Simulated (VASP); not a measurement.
Wanted: the native input for a VASP 6.6.1 run.

```yaml
Task: single point
Functional: r2SCAN
Potentials_or_basis: VASP PAW PBE potentials, release 64 (Ti_sv, O)
Cutoff: 520 eV
k_mesh: 10 × 10 × 10
Occupations: gaussian, width 0.01 eV
Spin: no spin polarisation
Dipole_correction: no
Further_INCAR_settings: ALGO = Normal; EDIFF = 1e-07; NBANDS = 19
```

The system is TiO2.

```
Ti O
1.0
     0.00000    2.39683    2.39683
     2.39683    0.00000    2.39683
     2.39683    2.39683    0.00000
Ti O
1 2
Cartesian
  0.0000 0.0000 0.0000
  1.1984 1.1984 1.1984
  3.5952 3.5952 3.5952
```

These files were run (other wordings do the same):

POSCAR

```
TiO2
1.0
    0.0000000000      2.3968272579      2.3968272579
    2.3968272579      0.0000000000      2.3968272579
    2.3968272579      2.3968272579      0.0000000000
Ti O
1 2
Direct
    0.0000000000      0.0000000000      0.0000000000
    0.2500000000      0.2500000000      0.2500000000
    0.7500000000      0.7500000000      0.7500000000
```

INCAR.step1

```
PREC = Accurate
ENCUT = 520
ISMEAR = 0
SIGMA = 0.01
LREAL = False
LASPH = True
NELM = 100
NBANDS = 19
GGA = PE
ALGO = Normal
EDIFF = 1E-4
LWAVE = True
LCHARG = False
```

INCAR.step2

```
PREC = Accurate
ENCUT = 520
EDIFF = 1E-7
ISMEAR = 0
SIGMA = 0.01
LREAL = False
LASPH = True
NELM = 100
ALGO = Normal
ISIF = 2
LWAVE = False
LCHARG = True
METAGGA = R2SCAN
LMIXTAU = True
LELF = True
LVHAR = True
NBANDS = 19
ISTART = 1
```

KPOINTS

```
Automatic mesh
0
Gamma
  10 10 10
```

Potentials or basis: VASP PAW PBE potentials, release 64 (Ti_sv, O).

Run with:

```sh
$ cat potpaw_PBE.64/Ti_sv/POTCAR potpaw_PBE.64/O/POTCAR > POTCAR
$ cp INCAR.step1 INCAR
$ mpirun -np 1 vasp_std > vasp.out
$ cp INCAR.step2 INCAR
$ mpirun -np 1 vasp_std > vasp.out
```

Results of the run:

| Quantity | Value |
| --- | --- |
| Pressure | 1.5 GPa |
| Band gap on the k mesh | 1.55 eV, indirect (least direct gap 2.24 eV) |

Caveat: the PAW data sets were made with another functional, which shifts forces and pressure a little.

It took 2.1 min on 1 thread of Intel(R) Xeon(R) Platinum 8259CL CPU @ 2.50GHz (Skylake/Cascade Lake) (shared host), peak memory 0.18 GiB.
